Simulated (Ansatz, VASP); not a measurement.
## Two plane-wave programs on HfO2

```
Hf O
1.0
     4.88122    0.00000    0.00000
     0.00000    4.88122    0.00000
     0.00000    0.00000    3.23789
Hf O
2 4
Direct
  0.00000 0.00000 0.95821
  0.50000 0.50000 0.54179
  0.12673 0.73710 0.48659
  0.37327 0.23710 0.01341
  0.62673 0.76290 0.01341
  0.87327 0.26290 0.48659
```

Change from the starting cell: mode 4 frozen in at -0.135 Å and mode 5 at -0.470 Å (largest displacements).

Alike in both runs: task single point; functional PBE; k mesh 6 × 6 × 8; occupations gaussian, width 0.05 eV; no spin polarisation.

|  | VASP | Ansatz |
| --- | --- | --- |
| version | VASP 6.6.1 | Ansatz 0.2.0 |
| potentials or method | VASP PAW PBE potentials, release 64 (Hf_pv, O), cutoff 520 eV | scalar-relativistic, plane waves, PAW |
| valence electrons in the cell | 44 | 76 |

|  | VASP | Ansatz | Ansatz less VASP |
| --- | --- | --- | --- |
| gap on the k mesh at the Fermi level (eV) | 3.60 | 3.62 | +0.021 |
| least direct gap on the mesh (eV) | 3.60 | 3.62 | +0.021 |
| pressure (GPa) | -12.6 | -10.1 | +2.54 |
| traceless stress, the component that is largest in VASP (GPa) | -1.91 | -1.91 | -0.003 |
| rms of the force components (eV/Å) | 0.750 | 0.707 | -0.0438 |

Atom by atom the forces differ by 0.047 eV/Å (rms over components). VASP's potentials hold 44 valence electrons a cell and Ansatz's 76, so a difference there can come from the potentials and not from the codes.

Spin-orbit coupling is off throughout.
